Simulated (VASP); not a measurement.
# HfSi (Pm-3m) in VASP: a series of runs

The runs below take HfSi through single point, with LDA.

Program: VASP 6.6.1. These are calculated values, not measurements. Logs are shortened: lines on timing, memory, paths and dates and some standing lists are left out, and cuts for length are marked.

**1. The cell of the first run**

Symmetry: Pm-3m, No. 221, cubic system. Conventional cell: a = 3.214 Å, b = 3.214 Å, c = 3.214 Å, α = 90.00°, β = 90.00°, γ = 90.00°. Within 3.7 Å of Hf (site symmetry m-3m) lie 8 Si at 2.78 Å and 6 Hf at 3.21 Å. Within 3.7 Å of Si (site symmetry m-3m) lie 8 Hf at 2.78 Å and 6 Si at 3.21 Å.

**2. Single point, LDA**

Contents of INCAR:

```
SYSTEM = HfSi
PREC = Accurate
ENCUT = 500
EDIFF = 1E-6
ISMEAR = 0
SIGMA = 0.05
LREAL = .FALSE.
LASPH = .TRUE.
NELM = 120
ALGO = Normal
ISIF = 2
LWAVE = .FALSE.
LCHARG = .FALSE.
GGA = CA
NBANDS = 14
GGA_COMPAT = .FALSE.
```

Contents of KPOINTS:

```
regular mesh
0
G
  6 6 6
  0 0 0
```

Contents of POSCAR:

```
HfSi
1.0
    3.2135095644      0.0000000000      0.0000000000
    0.0000000000      3.2135095644      0.0000000000
    0.0000000000      0.0000000000      3.2135095644
Hf Si
1 1
Direct
    0.0000000000      0.0000000000      0.0000000000
    0.5000000000      0.5000000000      0.5000000000
```

Potentials or basis: VASP PAW LDA potentials, release 64 (Hf_pv, Si).

Started as:

```
cat potpaw_LDA.64/Hf_pv/POTCAR potpaw_LDA.64/Si/POTCAR > POTCAR
mpirun -np 1 vasp_std > vasp.out
```

OUTCAR:

```text
SYSTEM = HfSi
   PREC = Accurate
   ENCUT = 500
   EDIFF = 1E-6
   ISMEAR = 0
   LREAL = .FALSE.
   LASPH = .TRUE.
   NELM = 120
   ISIF = 2
   GGA = CA

 ion  position               nearest neighbor table
   1  0.000  0.000  0.000-   2 2.78   2 2.78   2 2.78   2 2.78   2 2.78   2 2.78   2 2.78   2 2.78

   2  0.500  0.500  0.500-   1 2.78   1 2.78   1 2.78   1 2.78   1 2.78   1 2.78   1 2.78   1 2.78

  LATTYP: Found a simple cubic cell.
 ALAT       =     3.2135095644

  Lattice vectors:

 A1 = (   3.2135095644,   0.0000000000,   0.0000000000)
 A2 = (   0.0000000000,   3.2135095644,   0.0000000000)
 A3 = (   0.0000000000,   0.0000000000,   3.2135095644)

Analysis of symmetry for initial positions (statically):
=====================================================================
 Subroutine PRICEL returns:
 Original cell was already a primitive cell.

 Routine SETGRP: Setting up the symmetry group for a
 simple cubic supercell.

 Subroutine GETGRP returns: Found 48 space group operations
 (whereof 48 operations were pure point group operations)
 out of a pool of 48 trial point group operations.

The static configuration has the point symmetry O_h .

Analysis of symmetry for dynamics (positions and initial velocities):
=====================================================================
 Subroutine PRICEL returns:
 Original cell was already a primitive cell.

 Routine SETGRP: Setting up the symmetry group for a
 simple cubic supercell.

 Subroutine GETGRP returns: Found 48 space group operations
 (whereof 48 operations were pure point group operations)
 out of a pool of 48 trial point group operations.

The dynamic configuration has the point symmetry O_h .

 Subroutine INISYM returns: Found 48 space group operations
 (whereof 48 operations are pure point group operations),
 and found     1 'primitive' translations

----------------------------------------------------------------------------------------

                                     Primitive cell

  volume of cell :      33.1848

  direct lattice vectors                    reciprocal lattice vectors
     3.213509564  0.000000000  0.000000000     0.311186253  0.000000000  0.000000000
     0.000000000  3.213509564  0.000000000     0.000000000  0.311186253  0.000000000
     0.000000000  0.000000000  3.213509564     0.000000000  0.000000000  0.311186253

  length of vectors
     3.213509564  3.213509564  3.213509564     0.311186253  0.311186253  0.311186253

  position of ions in fractional coordinates (direct lattice)
[... 8 lines left out ...]
----------------------------------------------------------------------------------------

 KPOINTS: regular mesh

Automatic generation of k-mesh.
 Grid dimensions read from file:
 generate k-points for:    6    6    6

 Generating k-lattice:

  Cartesian coordinates                     Fractional coordinates (reciprocal lattice)
     0.051864375  0.000000000  0.000000000     0.166666667  0.000000000  0.000000000
     0.000000000  0.051864375  0.000000000     0.000000000  0.166666667  0.000000000
     0.000000000  0.000000000  0.051864375     0.000000000  0.000000000  0.166666667

  Length of vectors
     0.051864375  0.051864375  0.051864375

  Shift w.r.t. Gamma in fractional coordinates (k-lattice)
     0.000000000  0.000000000  0.000000000

 Subroutine IBZKPT returns following result:
 ===========================================

 Found     20 irreducible k-points:

 Following reciprocal coordinates:
            Coordinates               Weight
  0.000000  0.000000  0.000000      1.000000
  0.166667  0.000000  0.000000      6.000000
  0.333333  0.000000  0.000000      6.000000
  0.500000  0.000000  0.000000      3.000000
  0.166667  0.166667  0.000000     12.000000
  0.333333  0.166667  0.000000     24.000000
[... 12 lines left out ...]
  0.500000  0.500000  0.333333      6.000000
  0.500000  0.500000  0.500000      1.000000
   k-points           NKPTS =     20   k-points in BZ     NKDIM =     20   number of bands    NBANDS=     14
   number of dos      NEDOS =    301   number of ions     NIONS =      2
   total plane-waves  NPLWV =  13824
   dimension x,y,z NGX =    24 NGY =   24 NGZ =   24
   dimension x,y,z NGXF=    48 NGYF=   48 NGZF=   48
   ions per type =               1   1
   NGX,Y,Z   is equivalent  to a cutoff of  12.42, 12.42, 12.42 a.u.
   NGXF,Y,Z  is equivalent  to a cutoff of  24.83, 24.83, 24.83 a.u.
 SYSTEM =  HfSi
   PREC   = accura    normal or accurate (medium, high low for compatibility)
   ISTART =      0    job   : 0-new  1-cont  2-samecut
   ICHARG =      2    charge: 1-file 2-atom 10-const
   ISPIN  =      1    spin polarized calculation?
   LNONCOLLINEAR =      F non collinear calculations
   LSORBIT =      F    spin-orbit coupling
   LASPH  =      T    aspherical Exc in radial PAW
   ENCUT  =  500.0 eV  36.75 Ry    6.06 a.u.   5.86  5.86  5.86*2*pi/ulx,y,z
   NELM   =    120;   NELMIN=  2; NELMDL= -5     # of ELM steps
   EDIFF  = 0.1E-05   stopping-criterion for ELM
   LREAL  =      F    real-space projection
[... 7 lines left out ...]
   TEBEG  =    0.0;   TEEND  =   0.0 temperature during run
   PSTRESS=    0.0 pullay stress
   NELECT =      14.0000    total number of electrons
   NUPDOWN=      -1.0000    fix difference up-down
   EMIN   =  10.00;   EMAX   =-10.00  energy-range for DOS
   EFERMI =   0.00;   METHOD = LEGACY
   ISMEAR =     0;   SIGMA  =   0.05  broadening in eV -4-tet -1-fermi 0-gaus
   EFERMI_NEDOS =   21; number of points for ismear=-14 and -15
   IALGO  =     38    algorithm
   IMIX   =      4    mixing-type and parameters
     AMIX     =   0.40;   BMIX     =  1.00
     AMIX_MAG =   1.60;   BMIX_MAG =  1.00
  volume/ion in A,a.u.               =      16.59       111.97
  Fermi-wavevector in a.u.,A,eV,Ry     =   1.227829  2.320261 20.511657  1.507564
  Thomas-Fermi vector in A             =   2.362778
   LORBIT       =      0    0 simple, 1 ext, 2 COOP (PROOUT), +10 PAW based schemes
   GGA     = CA    functional components
   LHFCALC =     F    Hartree Fock is set to
   AEXX    =    0.0000 exact exchange contribution
   IVDW    =     0    specifies the selected vdW correction
   LEPSILON=     F    determine dielectric tensor
   LRPA    =     F    only Hartree local field effects (RPA)
 non-spin polarized calculation
 Gauss-broadening in eV      SIGMA  =   0.05
  energy-cutoff  :      500.00
  volume of cell :       33.18
 maximum number of plane-waves:       868
 NGX is ok and might be reduce to    24
   NGX = 11   NGY = 11   NGZ = 11

 number of electron      14.0000001 magnetization

 Free energy of the ion-electron system (eV)
  ---------------------------------------------------
  ext. energy  EPLUGINS =         0.00000000
  ---------------------------------------------------
  free energy    TOTEN  =       -17.36496026 eV

  energy without entropy =      -17.36215627  energy(sigma->0) =      -17.36355826

 E-fermi :   7.6422     XC(G=0): -11.8560

 val. band max:        7.6339978344   @ k =   0.5000   0.1667   0.1667
 cond. band min:       7.6665693082   @ k =   0.1667   0.1667   0.0000
 fundamental gap:      0.0325714739
 Fermi energy:         7.6421814031

 k-point     1 :       0.0000    0.0000    0.0000
  band No.  band energies     occupation
      1     -22.3490      2.00000
      2     -22.3490      2.00000
      3     -22.3490      2.00000
      4      -3.7671      2.00000
      5       5.6105      2.00000
      6       5.6105      2.00000
      7       9.7845      0.00000
      8       9.7845      0.00000
      9       9.7845      0.00000
     10      11.4985      0.00000
     11      11.4985      0.00000
     12      11.4985      0.00000
     13      15.1892      0.00000
     14      18.3300      0.00000

 k-point     2 :       0.1667    0.0000    0.0000
  band No.  band energies     occupation
      1     -22.4627      2.00000
      2     -22.3387      2.00000
      3     -22.3387      2.00000
      4      -3.2706      2.00000
      5       5.0127      2.00000
      6       5.8791      2.00000
      7       8.7044      0.00000
      8       8.7044      0.00000
      9       9.5042      0.00000
     10      11.6539      0.00000
     11      12.7381      0.00000
     12      12.7381      0.00000
     13      16.3851      0.00000
     14      16.4971      0.00000

 k-point     3 :       0.3333    0.0000    0.0000
  band No.  band energies     occupation
      1     -22.6827      2.00000
      2     -22.3180      2.00000
      3     -22.3180      2.00000
      4      -1.9123      2.00000
      5       2.8408      2.00000
      6       6.5442      2.00000
      7       7.5440      1.99451
      8       7.5440      1.99451
      9      11.2380      0.00000
     10      11.9973      0.00000
     11      14.0154      0.00000
     12      14.6217      0.00000
     13      14.6217      0.00000
     14      17.0854      0.00000
[... 256 lines left out ...]
 k-point    19 :       0.5000    0.5000    0.3333
  band No.  band energies     occupation
      1     -22.6749      2.00000
      2     -22.6749      2.00000
      3     -22.5646      2.00000
      4       1.1790      2.00000
      5       3.1854      2.00000
      6       3.1854      2.00000
      7       5.6518      2.00000
      8       8.9016      0.00000
      9      10.8152      0.00000
     10      10.8152      0.00000
     11      14.1821      0.00000
     12      14.8824      0.00000
     13      17.2311      0.00000
     14      18.1762      0.00000

 k-point    20 :       0.5000    0.5000    0.5000
  band No.  band energies     occupation
      1     -22.6599      2.00000
      2     -22.6599      2.00000
      3     -22.6599      2.00000
      4       2.8128      2.00000
      5       2.8128      2.00000
      6       2.8128      2.00000
      7       3.3288      2.00000
      8      11.3657      0.00000
      9      11.3657      0.00000
     10      11.3657      0.00000
     11      14.2358      0.00000
     12      14.2358      0.00000
     13      17.3136      0.00000
     14      17.5862      0.00000

------------------------ aborting loop because EDIFF is reached ----------------------------------------

  FORCE on cell =-STRESS in cart. coord.  units (eV):
  Direction    XX          YY          ZZ          XY          YZ          ZX
  --------------------------------------------------------------------------------------
  -------------------------------------------------------------------------------------
  Total        0.2660484      0.2660484      0.2660484      0.0000000      0.0000000     -0.0000000
  in kB       12.8449502     12.8449502     12.8449502      0.0000000      0.0000000     -0.0000000
  external PRESSURE =      12.8449502 kB  Pullay stress =       0.0000000 kB

 VOLUME and BASIS-vectors are now :
 -----------------------------------------------------------------------------
  energy-cutoff  :      500.00
  volume of cell :       33.18
      direct lattice vectors                 reciprocal lattice vectors
     3.213509564  0.000000000  0.000000000     0.311186253  0.000000000  0.000000000
     0.000000000  3.213509564  0.000000000     0.000000000  0.311186253  0.000000000
     0.000000000  0.000000000  3.213509564     0.000000000  0.000000000  0.311186253

 POSITION                                       TOTAL-FORCE (eV/Angst)
 -----------------------------------------------------------------------------------
      0.00000      0.00000      0.00000         0.000000      0.000000      0.000000
      1.60675      1.60675      1.60675         0.000000      0.000000      0.000000
 -----------------------------------------------------------------------------------
    total drift:                               -0.000000      0.000000      0.000000

  FREE ENERGIE OF THE ION-ELECTRON SYSTEM (eV)
  ---------------------------------------------------
  free  energy   TOTEN  =       -17.3649602571 eV

  energy  without entropy=      -17.3621562685  energy(sigma->0) =      -17.36355826
```

It took 6.6 s on 1 thread of Intel Xeon 8259CL, shared host; peak memory 0.13 GiB.

What came out:

| Quantity | Value |
| --- | --- |
| Free energy | -17.3650 eV |
| Pressure | 1.3 GPa |
| Band gap on the k mesh | zero (band 7 reaches 9.78 eV, above the bottom of band 8 at 7.11 eV) |

Caveat: spin-orbit coupling is left out, which moves the levels of the heavy elements.

[end of part 1 of 2]
